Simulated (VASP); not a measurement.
Crystal: Ca.

```
Ca
1.0
     3.98000    0.00000    0.00000
    -1.99000    3.44678    0.00000
     0.00000    0.00000    6.52000
Ca
2
Cartesian
  1.9900 1.1489 4.8900
  0.0000 2.2979 1.6300
```

This isn't the form of Ca at room conditions, which is fcc.

```yaml
Program: VASP 6.6.1
Task: relaxation of cell and atoms
Functional: PBEsol
Potentials_or_basis: VASP PAW PBE potentials, release 64 (Ca_sv)
Cutoff: 600 eV
k_mesh: 8 × 8 × 4
Occupations: fermi-dirac, width 0.05 eV
Spin: no spin polarisation
```

At the start: pressure -1.4 GPa; volume 44.72 Å³/atom.

**Question.** How do energy, volume and symmetry change on relaxing?

**Answer.** Over 9 steps the energy falls by 18.2 meV/atom and the volume is 40.80 Å³/atom (-8.8 %); space group P6_3/mmc (No. 194, to 0.1 Å) before and after.

The path:
```
step  energy change (eV)  largest force (eV/Å)  pressure (GPa)  volume (Å³)
   1              0.0000                0.0000           -1.40        89.44
   2             -0.0313                0.0000           -0.56        84.47
   3             -0.0362                0.0000           -0.04        81.95
   4             -0.0362                0.0000            0.01        81.74
   5             -0.0362                0.0000            0.04        81.59
   6             -0.0364                0.0000            0.04        81.60
   7             -0.0365                0.0000            0.04        81.60
   8             -0.0365                0.0000            0.03        81.60
   9             -0.0365                0.0000            0.03        81.60
```

Final structure:
```
Ca
1.0
     3.84572    0.00000    0.00000
    -1.92286    3.33049    0.00000
     0.00000    0.00000    6.37069
Ca
2
Direct
  0.66667 0.33333 0.75000
  0.33333 0.66667 0.25000
```

Caveat: the PAW data sets were made with another functional, which shifts forces and pressure a little.
